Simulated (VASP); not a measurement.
# Al (Fd-3m) in VASP: a series of runs, part 2 of 2

VASP 6.6.1. Earlier steps stand in the parts before.

### 3 Relaxation of cell and atoms, PBE, target pressure 10 GPa, at which the enthalpy is minimised

INCAR

```
SYSTEM = Al
PREC = Accurate
ENCUT = 600
EDIFF = 1E-6
ISMEAR = -1
SIGMA = 0.05
LREAL = .False.
LASPH = .True.
NELM = 60
ALGO = Normal
ISIF = 3
LWAVE = .False.
LCHARG = .False.
GGA = PE
IBRION = 2
NSW = 80
EDIFFG = -0.01
PSTRESS = 100.0
```

KPOINTS

```
Automatic mesh
0
Gamma
  7 7 7
  0 0 0
```

POSCAR

```
Al
1.0
    0.0000000000      2.7850000000      2.7850000000
    2.7850000000      0.0000000000      2.7850000000
    2.7850000000      2.7850000000      0.0000000000
Al
2
Direct
    0.0000000000      0.0000000000      0.0000000000
    0.2500000000      0.2500000000      0.2500000000
```

Potentials or basis: VASP PAW PBE potentials, release 64 (Al).

The run is started by

```
$ cat potpaw_PBE.64/Al/POTCAR > POTCAR
$ mpirun -np 1 vasp_std > vasp.out
```

OUTCAR:

```text
SYSTEM = Al
   PREC = Accurate
   ENCUT = 600
   EDIFF = 1E-6
   ISMEAR = -1
   LREAL = .False.
   LASPH = .True.
   NELM = 60
   ISIF = 3
   GGA = PE
   IBRION = 2
   NSW = 80
   EDIFFG = -0.01
   PSTRESS = 100.0

 ion  position               nearest neighbor table
   1  0.000  0.000  0.000-   2 2.41   2 2.41   2 2.41   2 2.41
   2  0.250  0.250  0.250-   1 2.41   1 2.41   1 2.41   1 2.41

  LATTYP: Found a face centered cubic cell.
 ALAT       =     5.5700000000

  Lattice vectors:

 A1 = (   0.0000000000,   2.7850000000,   2.7850000000)
 A2 = (   2.7850000000,   0.0000000000,   2.7850000000)
 A3 = (   2.7850000000,   2.7850000000,   0.0000000000)

Analysis of symmetry for initial positions (statically):
=====================================================================
 Subroutine PRICEL returns:
 Original cell was already a primitive cell.

 Routine SETGRP: Setting up the symmetry group for a
 face centered cubic supercell.

 Subroutine GETGRP returns: Found 48 space group operations
 (whereof 24 operations were pure point group operations)
 out of a pool of 48 trial point group operations.

The static configuration has the point symmetry T_d .
 The point group associated with its full space group is O_h .

Analysis of symmetry for dynamics (positions and initial velocities):
=====================================================================
 Subroutine PRICEL returns:
 Original cell was already a primitive cell.

 Routine SETGRP: Setting up the symmetry group for a
 face centered cubic supercell.

 Subroutine GETGRP returns: Found 48 space group operations
 (whereof 24 operations were pure point group operations)
 out of a pool of 48 trial point group operations.

The dynamic configuration has the point symmetry T_d .
 The point group associated with its full space group is O_h .

[... 95 lines left out ...]
   EDIFFG = -.1E-01   stopping-criterion for IOM
   NSW    =     80    number of steps for IOM
   IBRION =      2    ionic relax: 0-MD 1-quasi-New 2-CG
   NFREE  =      1    steps in history (QN), initial steepest desc. (CG)
   ISIF   =      3    stress and relaxation
   ISYM   =      2    0-nonsym 1-usesym 2-fastsym
   POTIM  = 0.5000    time-step for ionic-motion
   TEBEG  =    0.0;   TEEND  =   0.0 temperature during run
   PSTRESS=  100.0 pullay stress
   NELECT =       6.0000    total number of electrons
   NUPDOWN=      -1.0000    fix difference up-down
   EMIN   =  10.00;   EMAX   =-10.00  energy-range for DOS
   EFERMI =   0.00;   METHOD = LEGACY
   ISMEAR =    -1;   SIGMA  =   0.05  broadening in eV -4-tet -1-fermi 0-gaus
   EFERMI_NEDOS =   21; number of points for ismear=-14 and -15
   IALGO  =     38    algorithm
   IMIX   =      4    mixing-type and parameters
     AMIX     =   0.40;   BMIX     =  1.00
     AMIX_MAG =   1.60;   BMIX_MAG =  1.00
  volume/ion in A,a.u.               =      21.60       145.77
  Fermi-wavevector in a.u.,A,eV,Ry     =   0.847793  1.602097  9.779238  0.718754
  Thomas-Fermi vector in A             =   1.963355
   LORBIT       =      0    0 simple, 1 ext, 2 COOP (PROOUT), +10 PAW based schemes
   GGA     = PE    functional components
   LHFCALC =     F    Hartree Fock is set to
   AEXX    =    0.0000 exact exchange contribution
   IVDW    =     0    specifies the selected vdW correction
   LEPSILON=     F    determine dielectric tensor
   LRPA    =     F    only Hartree local field effects (RPA)
 conjugate gradient relaxation of ions
 non-spin polarized calculation
  energy-cutoff  :      600.00
  volume of cell :       43.20
 maximum number of plane-waves:      1464
   NGX = 15   NGY = 15   NGZ = 15

--------------------------------------- Ionic step        1  -------------------------------------------

 number of electron       6.0000000 magnetization

 Free energy of the ion-electron system (eV)
  ---------------------------------------------------
  ext. energy  EPLUGINS =         0.00000000
  ---------------------------------------------------
  free energy    TOTEN  =        -5.52858116 eV

  energy without entropy =       -5.51280645  energy(sigma->0) =       -5.52069381

------------------------ aborting loop because EDIFF is reached ----------------------------------------

  FORCE on cell =-STRESS in cart. coord.  units (eV):
  Direction    XX          YY          ZZ          XY          YZ          ZX
  --------------------------------------------------------------------------------------
  -------------------------------------------------------------------------------------
  Total        4.1068608      4.1068608      4.1068608      0.0000000      0.0000000      0.0000000
  in kB      152.3052843    152.3052843    152.3052843      0.0000000      0.0000000      0.0000000
  external PRESSURE =      52.3052843 kB  Pullay stress =     100.0000000 kB
[... 63 lines left out ...]
--------------------------------------- Ionic step        3  -------------------------------------------

 number of electron       6.0000000 magnetization

 Free energy of the ion-electron system (eV)
  ---------------------------------------------------
  ext. energy  EPLUGINS =         0.00000000
  ---------------------------------------------------
  free energy    TOTEN  =        -5.74977556 eV

  energy without entropy =       -5.73369826  energy(sigma->0) =       -5.74173691

 E-fermi :   4.0321     XC(G=0):  -8.7546

 val. band max:        4.0303391738   @ k =   0.4286   0.2857   0.0000
 cond. band min:       4.2171789004   @ k =  -0.4286   0.2857   0.0000
 fundamental gap:      0.1868397266
 Fermi energy:         4.0321484626

 k-point     1 :       0.0000    0.0000    0.0000
  band No.  band energies     occupation
      1      -4.6253      2.00000
      2       6.5073      0.00000
      3       6.5073      0.00000
      4       6.5073      0.00000
      5       8.3612      0.00000
      6       8.3612      0.00000
      7       8.3612      0.00000
[... 221 lines left out ...]
  energy  without entropy=       -5.7336982611  energy(sigma->0) =       -5.74173691

  enthalpy is  TOTEN    =        -2.8762954833 eV   P V=        2.8734800757

 reached required accuracy - stopping structural energy minimisation
```

Run time: 19 s. Hardware: 1 thread of Intel Xeon 8259CL, shared host; peak memory 0.17 GiB.

What came out:

```yaml
Free_energy: -5.7498 eV
Relaxed_volume: 23.02 Å³/atom
Relaxed_cell: a = 4.023 Å, b = 4.023 Å, c = 4.023 Å, α = 60.00°, β = 60.00°, γ = 60.00°
Space_group_after_relaxing_to_0.05_Å: Fd-3m (No. 227)
Energy_change_on_relaxing_the_enthalpy_is_what_falls: -110.6 meV/atom
Ionic_steps: 3
Pressure_after_relaxing: 10.0 GPa
Band_gap_on_the_k_mesh: zero (band 3 reaches 6.51 eV, above the bottom of band 4 at 3.03 eV)
```

Step by step:
```csv
step,energy change (eV),largest force (eV/Å),pressure (GPa),volume (Å³)
1,0.0000,0.0000,15.23,43.20
2,-0.3146,0.0000,7.43,47.76
3,-0.2212,0.0000,10.00,46.04
```

Final structure:
```cif
data_structure
_symmetry_space_group_name_H-M 'P 1'
_symmetry_Int_Tables_number 1
_cell_length_a 4.0229
_cell_length_b 4.0229
_cell_length_c 4.0229
_cell_angle_alpha 60.000
_cell_angle_beta 60.000
_cell_angle_gamma 60.000
_cell_volume 46.04
loop_
_atom_site_label
_atom_site_type_symbol
_atom_site_fract_x
_atom_site_fract_y
_atom_site_fract_z
_atom_site_occupancy
Al1 Al 0.00000 0.00000 0.00000 1
Al2 Al 0.25000 0.25000 0.25000 1
```

Caveat: the cell is relaxed towards a set pressure, so the enthalpy falls and the energy may rise.

### 4 Relaxation of cell and atoms, PBE, target pressure 20 GPa, at which the enthalpy is minimised

INCAR

```
PREC = Accurate
ENCUT = 600
EDIFF = 1E-6
ISMEAR = -1
SIGMA = 0.05
LREAL = False
LASPH = True
NELM = 80
ALGO = Normal
ISIF = 3
LWAVE = False
LCHARG = False
GGA = PE
IBRION = 2
NSW = 80
EDIFFG = -0.01
PSTRESS = 200.0
```

KPOINTS

```
Automatic mesh
0
Gamma
  7 7 7
```

POSCAR is that of step 3.

The run is started by

```
$ cat potpaw_PBE.64/Al/POTCAR > POTCAR
$ mpirun -np 1 vasp_std > vasp.out
```

It took 19 s on 1 thread of Intel Xeon 8259CL, shared host; peak memory 0.17 GiB.

The run converged. Its results:

| Item | Value |
| --- | --- |
| Free energy | -5.3054 eV |
| Relaxed volume | 20.58 Å³/atom |
| Relaxed cell | a = 3.876 Å, b = 3.876 Å, c = 3.876 Å, α = 60.00°, β = 60.00°, γ = 60.00° |
| Space group after relaxing (to 0.05 Å) | Fd-3m (No. 227) |
| Energy change on relaxing (the enthalpy is what falls) | +111.6 meV/atom |
| Ionic steps | 3 |
| Pressure after relaxing | 20.0 GPa |
| Band gap on the k mesh | zero (band 3 reaches 7.65 eV, above the bottom of band 4 at 3.75 eV) |

Step by step:
```csv
step,energy change (eV),largest force (eV/Å),pressure (GPa),volume (Å³)
1,0.0000,0.0000,15.23,43.20
2,0.4837,0.0000,25.17,39.30
3,0.2232,0.0000,19.97,41.16
```

Final structure:
```cif
data_structure
_symmetry_space_group_name_H-M 'P 1'
_symmetry_Int_Tables_number 1
_cell_length_a 3.8756
_cell_length_b 3.8756
_cell_length_c 3.8756
_cell_angle_alpha 60.000
_cell_angle_beta 60.000
_cell_angle_gamma 60.000
_cell_volume 41.16
loop_
_atom_site_label
_atom_site_type_symbol
_atom_site_fract_x
_atom_site_fract_y
_atom_site_fract_z
_atom_site_occupancy
Al1 Al 0.00000 0.00000 0.00000 1
Al2 Al 0.25000 0.25000 0.25000 1
```

Levels at points of the mesh, in eV from the Fermi level:
```tsv
k point	band 1	band 2	band 3	band 4	band 5	band 6
(0.00, 0.00, 0.00)	-9.20	2.74	2.74	2.74	4.58	4.58
```

Caveat: the cell is relaxed towards a set pressure, so the enthalpy falls and the energy may rise.

### 5 Summary

| cell | gap on the mesh (eV) | pressure (GPa) |
| --- | --- | --- |
| relaxed to 5 GPa | none | 5.0 |
| relaxed to 10 GPa | none | 10.0 |
| relaxed to 20 GPa | none | 20.0 |

Alike in all rows: task relaxation of cell and atoms; level PBE; potentials or basis VASP PAW PBE potentials, release 64 (Al); no spin polarisation; k mesh 7 × 7 × 7; cutoff (eV) 600; smearing fermi-dirac 0.05 eV.

Caveats: the cell is relaxed towards a set pressure, so the enthalpy falls and the energy may rise.

Total energies depend on the potentials used, so only differences within one code and one set of settings carry meaning.
